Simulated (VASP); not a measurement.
# Ge: single point with PBE

Ge, a slab with vacuum:

```
Ge
1.0
     3.85600    0.00000    0.00000
    -1.92800    3.33939    0.00000
     0.00000    0.00000   28.00000
Ge
2
Cartesian
  0.0000 2.2263 14.4360
  1.9280 1.1131 13.5640
```

```
Program             : VASP 6.6.1
Task                : single point
Functional          : PBE
Potentials or basis : VASP PAW PBE potentials, release 64 (Ge_d)
Cutoff              : 520 eV
k mesh              : 12 × 12 × 1
Occupations         : gaussian, width 0.1 eV
Spin                : no spin polarisation
```

| Property | Result |
| --- | --- |
| Largest force | 0.437 eV/Å |
| Band gap on the k mesh | zero (bands 14 and 15 overlap by 0.43 eV) |

Forces in eV/Å, atoms in the order of the input:
```
Ge   0.000  0.000 -0.437
Ge   0.000  0.000  0.437
```

Levels at points of the mesh, in eV from the Fermi level:
| k point | band 11 | band 12 | band 13 | band 14 | band 15 | band 16 | band 17 | band 18 |
| --- | --- | --- | --- | --- | --- | --- | --- | --- |
| (0.00, 0.00, 0.00) | -11.64 | -4.15 | 0.09 | 0.09 | 1.53 | 1.84 | 3.90 | 4.11 |
| (0.50, 0.00, 0.00) | -9.32 | -7.42 | -1.70 | -1.58 | 0.26 | 2.15 | 4.97 | 6.15 |

Run time: 2.1 min on 1 thread of Intel(R) Xeon(R) 6975P-C (Granite Rapids) (shared host), peak memory 0.48 GiB.
